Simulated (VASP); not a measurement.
Here is a VASP 6.6.1 calculation.

File INCAR:

```
SYSTEM = NaCl3
PREC = Accurate
ENCUT = 520
EDIFF = 1E-6
ISMEAR = -1
SIGMA = 0.1
LREAL = .False.
LASPH = .True.
NELM = 80
ALGO = Normal
ISIF = 2
LWAVE = .False.
LCHARG = .False.
GGA = PS
NBANDS = 38
```

Contents of KPOINTS:

```
regular mesh
0
Gamma
  8 8 8
  0 0 0
```

POSCAR

```
NaCl3
1.0
    4.5617473204      0.0000000000      0.0000000000
    0.0000000000      4.5617473204      0.0000000000
    0.0000000000      0.0000000000      4.5617473204
Na Cl
2 6
Direct
    0.5000000000      0.5000000000      0.5000000000
    0.0000000000      0.0000000000      0.0000000000
    0.5000000000      0.0000000000      0.7500000000
    0.0000000000      0.2500000000      0.5000000000
    0.7500000000      0.5000000000      0.0000000000
    0.5000000000      0.0000000000      0.2500000000
    0.0000000000      0.7500000000      0.5000000000
    0.2500000000      0.5000000000      0.0000000000
```

Potentials or basis: VASP PAW PBE potentials, release 64 (Na_pv, Cl).

Run with:

```bash
$ cat potpaw_PBE.64/Na_pv/POTCAR potpaw_PBE.64/Cl/POTCAR > POTCAR
$ mpirun -np 1 vasp_std > vasp.out
```

(1) What does it give for the band gap on the k mesh?

(2) Estimate the pressure.

Answers

(1) zero (band 28 reaches 12.00 eV, above the bottom of band 29 at 6.63 eV).

(2) 60.2 GPa.

Caveat: the PAW data sets were made with another functional, which shifts forces and pressure a little.
